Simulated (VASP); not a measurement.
Set up this calculation in VASP 6.6.1, as the native input.

```yaml
Task: single point
Functional: r2SCAN
Potentials_or_basis: VASP PAW PBE potentials, release 64 (Tl_d)
Cutoff: 520 eV
k_mesh: 14 × 14 × 8
Occupations: gaussian, width 0.05 eV
Spin: no spin polarisation
Dipole_correction: no
Further_INCAR_settings: ALGO = Normal; EDIFF = 1e-06; NBANDS = 20
```

Tl:

```
Tl
1.0
     3.62381    0.00000    0.00000
    -1.81191    3.13831    0.00000
     0.00000    0.00000    5.43280
Tl
2
Direct
  0.33333 0.66667 0.75000
  0.66667 0.33333 0.25000
```

These files were run (other wordings do the same):

POSCAR

```
Tl
1.0
    3.6238138713      0.0000000000      0.0000000000
   -1.8119069356      3.1383148712      0.0000000000
    0.0000000000      0.0000000000      5.4327950096
Tl
2
Direct
    0.3333333333      0.6666666667      0.7500000000
    0.6666666667      0.3333333333      0.2500000000
```

INCAR.step1

```
SYSTEM = Tl
PREC     = Accurate       ! precision mode
ENCUT    = 520            ! plane-wave cutoff, eV
ISMEAR   = 0              ! smearing method
SIGMA    = 0.05           ! smearing width, eV
LREAL    = .FALSE.        ! projectors in reciprocal space
LASPH    = .TRUE.         ! aspherical terms in the spheres
NELM     = 60             ! most SCF steps
NBANDS   = 20             ! bands
GGA      = PE             ! functional
ALGO     = Normal         ! electronic algorithm
EDIFF    = 1E-4           ! SCF threshold, eV
LWAVE    = .TRUE.         ! write WAVECAR
LCHARG   = .FALSE.        ! write CHGCAR
```

INCAR.step2

```
SYSTEM = Tl
PREC     = Accurate       ! precision mode
ENCUT    = 520            ! plane-wave cutoff, eV
EDIFF    = 1E-6           ! SCF threshold, eV
ISMEAR   = 0              ! smearing method
SIGMA    = 0.05           ! smearing width, eV
LREAL    = .FALSE.        ! projectors in reciprocal space
LASPH    = .TRUE.         ! aspherical terms in the spheres
NELM     = 60             ! most SCF steps
ALGO     = Normal         ! electronic algorithm
ISIF     = 2              ! what is computed and relaxed
LWAVE    = .FALSE.        ! write WAVECAR
LCHARG   = .FALSE.        ! write CHGCAR
METAGGA  = R2SCAN         ! meta-GGA
LMIXTAU  = .TRUE.       
NBANDS   = 20             ! bands
ISTART   = 1
```

KPOINTS

```
regular mesh
0
G
  14 14 8
  0 0 0
```

Potentials or basis: VASP PAW PBE potentials, release 64 (Tl_d).

The run is started by

```console
$ cat potpaw_PBE.64/Tl_d/POTCAR > POTCAR
$ cp INCAR.step1 INCAR
$ mpirun -np 1 vasp_std > vasp.out
$ cp INCAR.step2 INCAR
$ mpirun -np 1 vasp_std > vasp.out
```

Results of the run:

| Item | Value |
| --- | --- |
| Pressure | -0.7 GPa |
| Band gap on the k mesh | zero (band 13 reaches 9.87 eV, above the bottom of band 14 at 3.70 eV) |

Caveat: the PAW data sets were made with another functional, which shifts forces and pressure a little; spin-orbit coupling is left out, which moves the levels of the heavy elements.

It took 5.1 min on 1 thread of Intel(R) Xeon(R) Platinum 8488C (Sapphire Rapids) (shared host), peak memory 0.26 GiB.
